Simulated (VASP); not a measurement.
**Ir: electric field gradients with PBEsol**

The system is Ir.

```
CELL_PARAMETERS angstrom
0.00000 1.95735 1.95735
1.95735 0.00000 1.95735
1.95735 1.95735 0.00000
ATOMIC_POSITIONS crystal
Ir 0.00000 0.00000 0.00000
```

This cell differs from its parent crystal: volume scaled by 1.06.

```json
{
  "Program": "VASP 6.6.1",
  "Task": "electric field gradients",
  "Functional": "PBEsol",
  "Potentials or basis": "VASP PAW PBE potentials, release 64 (Ir)",
  "Cutoff": "520 eV",
  "k mesh": "15 × 15 × 15",
  "Occupations": "fermi-dirac, width 0.05 eV",
  "Spin": "no spin polarisation",
  "Dipole correction": "no",
  "Further INCAR settings": "ALGO = Normal; EDIFF = 1e-08; NBANDS = 10"
}
```

```yaml
Pressure: -20.9 GPa
```

Levels at points of the mesh, in eV from the Fermi level:
```
           k point  band 1  band 2  band 3  band 4  band 5  band 6  band 7  band 8  band 9
(0.00, 0.00, 0.00)  -10.60   -3.61   -3.61   -3.61   -1.13   -1.13   14.38   19.61   19.61
```

It took 6.8 s on 1 thread of Intel(R) Xeon(R) 6975P-C (Granite Rapids), with other jobs on the host, peak memory 0.15 GiB.

Caveat: without QUAD_EFG the Cq values of the log hold for a quadrupole moment of 1 mb, not for the nuclei; the PAW data sets were made with another functional, which shifts forces and pressure a little; spin-orbit coupling is left out, which moves the levels of the heavy elements.
